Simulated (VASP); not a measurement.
Zr, 1 atom in the cell. Symmetry: Fm-3m, No. 225, cubic system. The conventional cell has a = 4.221 Å, b = 4.221 Å, c = 4.221 Å, α = 90.00°, β = 90.00°, γ = 90.00°. Zr (site symmetry m-3m) has 12 Zr at 2.99 Å within 3.9 Å. This isn't the form of Zr at room conditions, which is hcp.

| Property | Result |
| --- | --- |
| Program | VASP 6.6.1 |
| Task | single point |
| Functional | PBE |
| Potentials or basis | VASP PAW PBE potentials, release 64 (Zr_sv) |
| Cutoff | 500 eV |
| k mesh | 14 × 14 × 14 |
| Occupations | gaussian, width 0.0108 eV |
| Spin | no spin polarisation |
| Dipole correction | no |
| Further INCAR settings | ALGO = Normal; EDIFF = 1e-06; NBANDS = 12 |

Potentials or basis: VASP PAW PBE potentials, release 64 (Zr_sv).

Run with:

```console
$ cat potpaw_PBE.64/Zr_sv/POTCAR > POTCAR
$ mpirun -np 1 vasp_std > vasp.out
```

Hardware: 1 thread of Intel Xeon 8259CL, on a shared host.

Q: Estimate the wall time of this run.

A: It took 22 s on 1 thread of Intel Xeon 8259CL, with other jobs on the host, peak memory 0.15 GiB. Counts: scf iterations 12, k points 104.
